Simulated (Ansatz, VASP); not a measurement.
SnO2 in VASP and in Ansatz

```
CELL_PARAMETERS angstrom
3.40250 1.96443 4.40306
-3.40250 1.96443 4.40306
0.00000 -3.92887 4.40306
ATOMIC_POSITIONS crystal
Sn 0.86468 0.86468 0.86468
Sn 0.36482 0.36482 0.86482
Sn 0.36482 0.86482 0.36482
Sn 0.86482 0.36482 0.36482
O 0.12350 0.62335 0.62335
O 0.62335 0.12350 0.62335
O 0.62335 0.62335 0.12350
O 0.60621 0.60621 0.60621
O 0.12347 0.12347 0.12347
O 0.10609 0.10609 0.60624
O 0.10609 0.60624 0.10609
O 0.60624 0.10609 0.10609
```

Alike in both runs: task single point; functional PBEsol; k mesh 6 × 6 × 6; occupations gaussian, width 0.05 eV; no spin polarisation.

```csv
,VASP,Ansatz
version,VASP 6.6.1,Ansatz 0.2.0
potentials or method,"VASP PAW PBE potentials, release 64 (Sn_d, O), cutoff 520 eV","scalar-relativistic, plane waves, PAW"
valence electrons in the cell,104,104
```

|  | VASP | Ansatz | Ansatz less VASP |
| --- | --- | --- | --- |
| gap on the k mesh at the Fermi level (eV) | 0.62 | 0.63 | +0.015 |
| least direct gap on the mesh (eV) | 0.62 | 0.63 | +0.015 |
| pressure (GPa) | -16.6 | -17.0 | -0.43 |
| traceless stress, the component that is largest in VASP (GPa) | 8.62 | 8.98 | +0.362 |
| rms of the force components (eV/Å) | 0.372 | 0.391 | +0.0189 |

VASP's potentials were made for PBE, not for PBEsol, and Ansatz warns of the same on its side. Atom by atom the forces differ by 0.019 eV/Å (rms over components).
